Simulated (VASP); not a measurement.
Ge, 2 atoms in the cell. The structure is tetragonal, space group I4_1/amd (No. 141). Conventional cell: a = 3.859 Å, b = 3.859 Å, c = 6.162 Å, α = 90.00°, β = 90.00°, γ = 90.00°. Within 3.3 Å of Ge (site symmetry -4m2) lie 4 Ge at 2.47 Å.  This cell differs from its parent crystal: volume 22.945 Å^3 an atom, c/a of the conventional cell 1.1290.

```yaml
Program: VASP 6.6.1
Task: single point
Functional: PBE
Potentials_or_basis: VASP PAW PBE potentials, release 64 (Ge_d)
Cutoff: 520 eV
k_mesh: 14 × 14 × 14
Occupations: gaussian, width 0.15 eV
Spin: no spin polarisation
Dipole_correction: no
Further_INCAR_settings: ALGO = Normal; EDIFF = 1e-07; NBANDS = 21
```

Potentials or basis: VASP PAW PBE potentials, release 64 (Ge_d).

The run is started by

```console
$ cat potpaw_PBE.64/Ge_d/POTCAR > POTCAR
$ mpirun -np 1 vasp_std > vasp.out
```

Hardware: 1 thread of Intel(R) Xeon(R) 6975P-C (Granite Rapids), with other jobs on the host.

Problem. Estimate the wall time of this run.

Solution. Run time: 100 s on 1 thread of Intel(R) Xeon(R) 6975P-C (Granite Rapids), with other jobs on the host, peak memory 0.3 GiB. Counts: scf iterations 13, k points 244.
